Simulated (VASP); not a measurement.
# TaN (Fm-3m) in VASP: further runs

The runs below take TaN through relaxation of cell and atoms, single point, with revPBE+D3(BJ), revPBE+D4, BLYP+D3(BJ), BLYP+D4.

Program: VASP 6.6.1. These are calculated values, not measurements. Logs are shortened: lines on timing, memory, paths and dates and some standing lists are left out, and cuts for length are marked.

## (1) The cell of the first run

Symmetry: Fm-3m, No. 225, cubic system. Conventional cell: a = 4.423 Å, b = 4.423 Å, c = 4.423 Å, α = 90.00°, β = 90.00°, γ = 90.00°. Ta (site symmetry m-3m) has 6 N at 2.21 Å within 2.9 Å. N (site symmetry m-3m) has 6 Ta at 2.21 Å within 2.9 Å.

## (2) Relaxation of cell and atoms, revPBE+D3(BJ)

INCAR reads:

```
PREC     = Accurate       # precision mode
ENCUT    = 600            # plane-wave cutoff, eV
EDIFF    = 1E-6           # SCF threshold, eV
ISMEAR   = -1             # smearing method
SIGMA    = 0.05           # smearing width, eV
LREAL    = False          # projectors in reciprocal space
LASPH    = True           # aspherical terms in the spheres
NELM     = 60             # most SCF steps
ALGO     = Normal         # electronic algorithm
ISIF     = 3              # what is computed and relaxed
LWAVE    = False          # write WAVECAR
LCHARG   = False          # write CHGCAR
GGA      = RE             # functional
IVDW     = 12             # dispersion correction
IBRION   = 2              # ionic algorithm
NSW      = 60             # ionic steps
EDIFFG   = -0.01          # ionic threshold
```

KPOINTS reads:

```
regular mesh
0
Gamma
  10 10 10
```

POSCAR reads:

```
TaN
1.0
    0.0000000000      2.2113230000      2.2113230000
    2.2113230000      0.0000000000      2.2113230000
    2.2113230000      2.2113230000      0.0000000000
Ta N
1 1
Direct
    0.5000000000      0.5000000000      0.5000000000
    0.0000000000      0.0000000000      0.0000000000
```

Potentials or basis: VASP PAW PBE potentials, release 64 (Ta_pv, N).

Launch:

```
> cat potpaw_PBE.64/Ta_pv/POTCAR potpaw_PBE.64/N/POTCAR > POTCAR
> mpirun -np 1 vasp_std > vasp.out
```

OUTCAR:

```text
PREC = Accurate
   ENCUT = 600
   EDIFF = 1E-6
   ISMEAR = -1
   LREAL = False
   LASPH = True
   NELM = 60
   ISIF = 3
   GGA = RE
   IVDW = 12
   IBRION = 2
   NSW = 60
   EDIFFG = -0.01
 IVDW          = 12

 ion  position               nearest neighbor table
   1  0.500  0.500  0.500-   2 2.21   2 2.21   2 2.21   2 2.21   2 2.21   2 2.21
   2  0.000  0.000  0.000-   1 2.21   1 2.21   1 2.21   1 2.21   1 2.21   1 2.21

  LATTYP: Found a face centered cubic cell.
 ALAT       =     4.4226460000

  Lattice vectors:

 A1 = (   0.0000000000,   2.2113230000,   2.2113230000)
 A2 = (   2.2113230000,   0.0000000000,   2.2113230000)
 A3 = (   2.2113230000,   2.2113230000,   0.0000000000)

Analysis of symmetry for initial positions (statically):
=====================================================================
 Subroutine PRICEL returns:
 Original cell was already a primitive cell.

 Routine SETGRP: Setting up the symmetry group for a
 face centered cubic supercell.

 Subroutine GETGRP returns: Found 48 space group operations
 (whereof 48 operations were pure point group operations)
 out of a pool of 48 trial point group operations.

The static configuration has the point symmetry O_h .

Analysis of symmetry for dynamics (positions and initial velocities):
=====================================================================
 Subroutine PRICEL returns:
 Original cell was already a primitive cell.

 Routine SETGRP: Setting up the symmetry group for a
 face centered cubic supercell.

 Subroutine GETGRP returns: Found 48 space group operations
 (whereof 48 operations were pure point group operations)
 out of a pool of 48 trial point group operations.

The dynamic configuration has the point symmetry O_h .

 Subroutine INISYM returns: Found 48 space group operations
 (whereof 48 operations are pure point group operations),
 and found     1 'primitive' translations

----------------------------------------------------------------------------------------

                                     Primitive cell

  volume of cell :      21.6265

  direct lattice vectors                    reciprocal lattice vectors
     0.000000000  2.211323000  2.211323000    -0.226108985  0.226108985  0.226108985
     2.211323000  0.000000000  2.211323000     0.226108985 -0.226108985  0.226108985
     2.211323000  2.211323000  0.000000000     0.226108985  0.226108985 -0.226108985

  length of vectors
     3.127282977  3.127282977  3.127282977     0.391632251  0.391632251  0.391632251

  position of ions in fractional coordinates (direct lattice)
     0.500000000  0.500000000  0.500000000
     0.000000000  0.000000000  0.000000000

  ion indices of the primitive-cell ions
   primitive index   ion index
                 1           1
                 2           2

[... 77 lines left out ...]
   ISIF   =      3    stress and relaxation
   ISYM   =      2    0-nonsym 1-usesym 2-fastsym
   POTIM  = 0.5000    time-step for ionic-motion
   TEBEG  =    0.0;   TEEND  =   0.0 temperature during run
   PSTRESS=    0.0 pullay stress
   NELECT =      16.0000    total number of electrons
   NUPDOWN=      -1.0000    fix difference up-down
   EMIN   =  10.00;   EMAX   =-10.00  energy-range for DOS
   EFERMI =   0.00;   METHOD = LEGACY
   ISMEAR =    -1;   SIGMA  =   0.05  broadening in eV -4-tet -1-fermi 0-gaus
   EFERMI_NEDOS =   21; number of points for ismear=-14 and -15
   IALGO  =     38    algorithm
   IMIX   =      4    mixing-type and parameters
     AMIX     =   0.40;   BMIX     =  1.00
     AMIX_MAG =   1.60;   BMIX_MAG =  1.00
  volume/ion in A,a.u.               =      10.81        72.97
  Fermi-wavevector in a.u.,A,eV,Ry     =   1.480651  2.798024 29.828417  2.192327
  Thomas-Fermi vector in A             =   2.594659
   LORBIT       =      0    0 simple, 1 ext, 2 COOP (PROOUT), +10 PAW based schemes
   GGA     = RE    functional components
   LHFCALC =     F    Hartree Fock is set to
   AEXX    =    0.0000 exact exchange contribution
   IVDW    =    12    specifies the selected vdW correction
   LEPSILON=     F    determine dielectric tensor
   LRPA    =     F    only Hartree local field effects (RPA)
 conjugate gradient relaxation of ions
 non-spin polarized calculation
  energy-cutoff  :      600.00
  volume of cell :       21.63
 maximum number of plane-waves:       740
 NGX is ok and might be reduce to    28
   NGX = 13   NGY = 13   NGZ = 13

--------------------------------------- Ionic step        1  -------------------------------------------

 number of electron      15.9999999 magnetization

 Free energy of the ion-electron system (eV)
  ---------------------------------------------------
  ext. energy  EPLUGINS =         0.00000000
  ---------------------------------------------------
  free energy    TOTEN  =       -20.98468407 eV

  energy without entropy =      -20.97882324  energy(sigma->0) =      -20.98175365

------------------------ aborting loop because EDIFF is reached ----------------------------------------

 Edisp (eV)   -1.72176

 E8    (eV) :    -1.2235
[... 31 lines left out ...]
--------------------------------------- Ionic step        2  -------------------------------------------

 number of electron      16.0000000 magnetization

 E-fermi :  10.7122     XC(G=0): -13.9104

 val. band max:       10.5911750511   @ k =  -0.2000   0.2000   0.0000
 cond. band min:      10.7503032519   @ k =  -0.3000   0.3000   0.1000
 fundamental gap:      0.1591282008
 Fermi energy:        10.7122446711

 k-point     1 :       0.0000    0.0000    0.0000
  band No.  band energies     occupation
      1     -24.9510      2.00000
      2     -24.9510      2.00000
      3     -24.9510      2.00000
      4      -8.9839      2.00000
      5       6.5995      2.00000
      6       6.5995      2.00000
      7       6.5995      2.00000
      8       8.3107      2.00000
      9       8.3107      2.00000
     10       8.3107      2.00000
     11      10.7720      0.46492
     12      10.7720      0.46485
[... 424 lines left out ...]
--------------------------------------- Ionic step        4  -------------------------------------------

 number of electron      16.0000000 magnetization

 Free energy of the ion-electron system (eV)
  ---------------------------------------------------
  ext. energy  EPLUGINS =         0.00000000
  ---------------------------------------------------
  free energy    TOTEN  =       -20.94813016 eV

  energy without entropy =      -20.94248332  energy(sigma->0) =      -20.94530674

 E-fermi :   9.8365     XC(G=0): -13.4837

 val. band max:        9.7357715671   @ k =  -0.2000   0.2000   0.0000
 cond. band min:       9.8735000383   @ k =  -0.3000   0.3000   0.1000
 fundamental gap:      0.1377284712
 Fermi energy:         9.8365164312

 k-point     1 :       0.0000    0.0000    0.0000
  band No.  band energies     occupation
      1     -25.9802      2.00000
      2     -25.9802      2.00000
      3     -25.9802      2.00000
      4      -9.2361      2.00000
      5       5.9368      2.00000
      6       5.9368      2.00000
      7       5.9368      2.00000
      8       7.6570      2.00000
      9       7.6570      2.00000
     10       7.6570      2.00000
     11       9.8787      0.60157
     12       9.8787      0.60156
[... 378 lines left out ...]
  FREE ENERGIE OF THE ION-ELECTRON SYSTEM (eV)
  ---------------------------------------------------
  free  energy   TOTEN  =       -22.7309854345 eV

  energy  without entropy=      -22.7253385942  energy(sigma->0) =      -22.72816201

 reached required accuracy - stopping structural energy minimisation
```

OSZICAR:

```text
N       E                     dE             d eps       ncg     rms          rms(c)
DAV:   1     0.102093838435E+03    0.10209E+03   -0.10227E+04  1128   0.159E+03
DAV:   2    -0.194946216394E+02   -0.12159E+03   -0.11427E+03  1260   0.372E+02
DAV:   3    -0.239006452185E+02   -0.44060E+01   -0.42876E+01  1504   0.650E+01
DAV:   4    -0.239684790976E+02   -0.67834E-01   -0.67073E-01  1268   0.648E+00
[... 30 lines left out ...]
       N       E                     dE             d eps       ncg     rms          rms(c)
DAV:   1    -0.209481652726E+02    0.13468E-02   -0.12724E-03  1132   0.472E-01    0.699E-02
DAV:   2    -0.209481369713E+02    0.28301E-04   -0.37001E-05  1200   0.718E-02    0.287E-02
DAV:   3    -0.209481296763E+02    0.72950E-05   -0.23565E-05  1280   0.559E-02    0.497E-03
DAV:   4    -0.209481301617E+02   -0.48536E-06   -0.22888E-07   648   0.601E-03
   4 F= -.22730985E+02 E0= -.22728162E+02  d E =-.245394E-01
```

CONTCAR:

```text
TaN
   1.00000000000000
    -0.0000000000000000    2.1872346723728895    2.1872346723728895
     2.1872346723728895   -0.0000000000000000    2.1872346723728895
     2.1872346723728895    2.1872346723728895    0.0000000000000000
  Ta              N
     1     1
Direct
     0.5000000000000000    0.5000000000000000    0.5000000000000000
     0.0000000000000000    0.0000000000000000    1.0000000000000000

  0.00000000E+00  0.00000000E+00  0.00000000E+00
  0.00000000E+00  0.00000000E+00  0.00000000E+00
```

Run time: 29 s. Hardware: 1 thread of Intel Xeon Platinum 8488C (Sapphire Rapids), shared host; peak memory 0.19 GiB.

Results:

```
Free energy                            : -22.7310 eV
Relaxed volume                         : 10.46 Å³/atom
Relaxed cell                           : a = 3.093 Å, b = 3.093 Å, c = 3.093 Å, α = 60.00°, β = 60.00°, γ = 60.00°
Space group after relaxing (to 0.05 Å) : Fm-3m (No. 225)
Energy gained by relaxing              : 12.3 meV/atom
Ionic steps                            : 4
Pressure after relaxing                : 0.0 GPa
Band gap on the k mesh                 : zero (band 8 reaches 11.76 eV, above the bottom of band 9 at 7.66 eV)
Dispersion energy per atom             : -0.891 eV
```

Step by step:
| step | energy change (eV) | largest force (eV/Å) | pressure (GPa) | volume (Å³) |
| --- | --- | --- | --- | --- |
| 1 | 0.0000 | 0.0000 | -10.85 | 21.63 |
| 2 | 0.1136 | 0.0000 | 31.40 | 19.41 |
| 3 | -0.0245 | 0.0000 | -0.29 | 20.94 |
| 4 | -0.0245 | 0.0000 | -0.05 | 20.93 |

Final structure:
```
Ta N
1.0
     0.00000    2.18723    2.18723
     2.18723    0.00000    2.18723
     2.18723    2.18723    0.00000
Ta N
1 1
Direct
  0.50000 0.50000 0.50000
  0.00000 0.00000 0.00000
```

Levels at points of the mesh, in eV from the Fermi level:
| k point | band 6 | band 7 | band 8 | band 9 | band 10 | band 11 |
| --- | --- | --- | --- | --- | --- | --- |
| (0.00, 0.00, 0.00) | -3.90 | -3.90 | -2.18 | -2.18 | -2.18 | 0.04 |
| (0.50, 0.00, 0.00) | -7.72 | -7.72 | 1.92 | 1.92 | 2.02 | 3.82 |
| (0.50, 0.50, 0.00) | -5.61 | -4.71 | -4.71 | 2.14 | 3.60 | 3.60 |

Caveat: the PAW data sets were made with another functional, which shifts forces and pressure a little; spin-orbit coupling is left out, which moves the levels of the heavy elements; pairwise dispersion overbinds metals, which lowers pressure and volume.

## (3) Relaxation of cell and atoms, revPBE+D4

INCAR reads:

```
SYSTEM = TaN
PREC = Accurate
ENCUT = 600
EDIFF = 1E-6
ISMEAR = -1
SIGMA = 0.05
LREAL = .FALSE.
LASPH = .TRUE.
NELM = 80
ALGO = Normal
ISIF = 3
LWAVE = .FALSE.
LCHARG = .FALSE.
GGA = RE
IVDW = 13
IBRION = 2
NSW = 60
EDIFFG = -0.01
```

KPOINTS reads:

```
Automatic mesh
0
G
  10 10 10
  0 0 0
```

POSCAR is that of step 2.

Potentials or basis: VASP PAW PBE potentials, release 64 (Ta_pv, N).

Launch:

```
> cat potpaw_PBE.64/Ta_pv/POTCAR potpaw_PBE.64/N/POTCAR > POTCAR
> mpirun -np 1 vasp_std > vasp.out
```

It took 35 s on 1 thread of Intel Xeon Platinum 8488C (Sapphire Rapids), shared host; peak memory 0.18 GiB.

It converged, with:

- Free energy: -22.0847 eV
- Relaxed volume: 10.57 Å³/atom
- Relaxed cell: a = 3.104 Å, b = 3.104 Å, c = 3.104 Å, α = 60.00°, β = 60.00°, γ = 60.00°
- Space group after relaxing (to 0.05 Å): Fm-3m (No. 225)
- Energy gained by relaxing: 5.7 meV/atom
- Ionic steps: 4
- Pressure after relaxing: 0.0 GPa
- Band gap on the k mesh: zero (band 8 reaches 11.61 eV, above the bottom of band 9 at 7.57 eV)
- Dispersion energy per atom: -0.560 eV

Step by step:
| step | energy change (eV) | largest force (eV/Å) | pressure (GPa) | volume (Å³) |
| --- | --- | --- | --- | --- |
| 1 | 0.0000 | 0.0000 | -7.35 | 21.63 |
| 2 | 0.0428 | 0.0000 | 18.95 | 20.11 |
| 3 | -0.0114 | 0.0000 | 0.42 | 21.11 |
| 4 | -0.0114 | 0.0000 | 0.01 | 21.14 |

Final structure:
```
CELL_PARAMETERS angstrom
0.00000 2.19468 2.19468
2.19468 0.00000 2.19468
2.19468 2.19468 0.00000
ATOMIC_POSITIONS crystal
Ta 0.50000 0.50000 0.50000
N 0.00000 0.00000 0.00000
```

Levels at points of the mesh, in eV from the Fermi level:
| k point | band 5 | band 6 | band 7 | band 8 | band 9 | band 10 | band 11 | band 12 |
| --- | --- | --- | --- | --- | --- | --- | --- | --- |
| (0.00, 0.00, 0.00) | -3.87 | -3.87 | -3.87 | -2.15 | -2.15 | -2.15 | 0.04 | 0.04 |
| (0.50, 0.00, 0.00) | -10.46 | -7.65 | -7.65 | 1.89 | 1.89 | 1.99 | 3.79 | 7.58 |
| (0.50, 0.50, 0.00) | -6.70 | -5.54 | -4.69 | -4.69 | 2.11 | 3.54 | 3.54 | 4.55 |

Caveat: the PAW data sets were made with another functional, which shifts forces and pressure a little; spin-orbit coupling is left out, which moves the levels of the heavy elements; pairwise dispersion overbinds metals, which lowers pressure and volume.

## (4) Relaxation of cell and atoms, BLYP+D3(BJ)

INCAR reads:

```
SYSTEM = TaN
AGGAC = 1.0
AGGAX = 1.0
ALDAC = 0.0
ALDAX = 1.0
ALGO = Normal
EDIFF = 1E-7
EDIFFG = -0.01
ENCUT = 600
GGA = B5
IBRION = 2
ISIF = 3
ISMEAR = -1
IVDW = 12
LASPH = .TRUE.
LCHARG = .FALSE.
LREAL = .FALSE.
LWAVE = .FALSE.
NELM = 60
NSW = 60
PREC = Accurate
SIGMA = 0.05
VDW_A1 = 0.4298
VDW_A2 = 4.2359
VDW_S6 = 1.0
VDW_S8 = 2.6996
```

KPOINTS reads:

```
k-points
0
G
  10 10 10
  0 0 0
```

POSCAR is that of step 3.

Launch:

```
> cat potpaw_PBE.64/Ta_pv/POTCAR potpaw_PBE.64/N/POTCAR > POTCAR
> mpirun -np 1 vasp_std > vasp.out
```

It took 50 s on 1 thread of Intel Xeon Platinum 8488C (Sapphire Rapids), shared host; peak memory 0.18 GiB.

Results (log left out):

| Quantity | Value |
| --- | --- |
| Free energy | -21.9977 eV |
| Relaxed volume | 10.66 Å³/atom |
| Relaxed cell | a = 3.112 Å, b = 3.112 Å, c = 3.112 Å, α = 60.00°, β = 60.00°, γ = 60.00° |
| Space group after relaxing (to 0.05 Å) | Fm-3m (No. 225) |
| Energy gained by relaxing | 2.4 meV/atom |
| Ionic steps | 3 |
| Pressure after relaxing | -0.1 GPa |
| Band gap on the k mesh | zero (band 8 reaches 11.83 eV, above the bottom of band 9 at 7.94 eV) |
| Dispersion energy per atom | -1.098 eV |

The path:
| step | energy change (eV) | largest force (eV/Å) | pressure (GPa) | volume (Å³) |
| --- | --- | --- | --- | --- |
| 1 | 0.0000 | 0.0000 | -4.86 | 21.63 |
| 2 | 0.0206 | 0.0000 | 12.12 | 20.62 |
| 3 | -0.0049 | 0.0000 | -0.06 | 21.31 |

Final structure:
```
CELL_PARAMETERS angstrom
0.00000 2.20060 2.20060
2.20060 0.00000 2.20060
2.20060 2.20060 0.00000
ATOMIC_POSITIONS crystal
Ta 0.50000 0.50000 0.50000
N 0.00000 0.00000 0.00000
```

Levels at points of the mesh, in eV from the Fermi level:
```tsv
k point	band 6	band 7	band 8	band 9	band 10	band 11
(0.00, 0.00, 0.00)	-3.85	-3.85	-2.11	-2.11	-2.11	0.03
(0.50, 0.00, 0.00)	-7.57	-7.57	1.78	1.78	1.91	4.22
(0.50, 0.50, 0.00)	-5.35	-4.62	-4.62	2.03	3.37	3.37
```

Caveat: the PAW data sets were made with another functional, which shifts forces and pressure a little; spin-orbit coupling is left out, which moves the levels of the heavy elements; pairwise dispersion overbinds metals, which lowers pressure and volume.

[end of part 1 of 2]
